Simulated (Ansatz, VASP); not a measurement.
# Ti: VASP beside Ansatz

```
Ti
1.0
    -1.64100    1.64100    1.64100
     1.64100   -1.64100    1.64100
     1.64100    1.64100   -1.64100
Ti
1
Direct
  0.00000 0.00000 0.00000
```

Alike in both runs: functional r2SCAN; dispersion rVV10; k mesh 11 × 11 × 11; occupations fermi-dirac, width 0.1 eV; no spin polarisation.

```csv
,VASP,Ansatz
version,VASP 6.6.1,Ansatz 0.2.0
potentials or method,"VASP PAW PBE potentials, release 64 (Ti_sv)",Ansatz PAW earlier set
plane-wave cutoff (eV),520,740
valence electrons in the cell,12,12
task,single point,band structure
```

VASP gave:

```
gap on the k mesh at the Fermi level (eV) : none
pressure (GPa)                            : -3.1
```

Q: Which values does Ansatz return?

A: gap on the k mesh at the Fermi level (eV): none; pressure (GPa): -3.4.

VASP's potentials were made for PBE, not for r2SCAN. A gap of «none» marks a metal or a gap that the smearing closes.
